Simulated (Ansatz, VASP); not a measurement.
**SnSe2: VASP beside Ansatz**

```xyz
3
Lattice="1.9123 1.1041 6.3351 -1.9123 1.1041 6.3351 0.0000 -2.2081 6.3351" Properties=species:S:1:pos:R:3 pbc="T T T"
Sn    0.0000    0.0000    0.0000
Se    0.0000    0.0000    4.7619
Se    0.0000    0.0000   14.2434
```

Alike in both runs: task single point; functional PBE; k mesh 6 × 6 × 6; no spin polarisation.

|  | VASP | Ansatz |
| --- | --- | --- |
| version | VASP 6.6.1 | Ansatz 0.2.0 |
| potentials or method | VASP PAW PBE potentials, release 64 (Sn_d, Se) | plane waves, PAW |
| plane-wave cutoff (eV) | 520 | 420 |
| occupations | gaussian, width 0.01 eV | fixed |
| valence electrons in the cell | 26 | 46 |

|  | VASP | Ansatz | Ansatz less VASP |
| --- | --- | --- | --- |
| gap on the k mesh at the Fermi level (eV) | 0.30 | 0.31 | +0.005 |

VASP's potentials hold 26 valence electrons a cell and Ansatz's 46, so a difference there can come from the potentials and not from the codes.
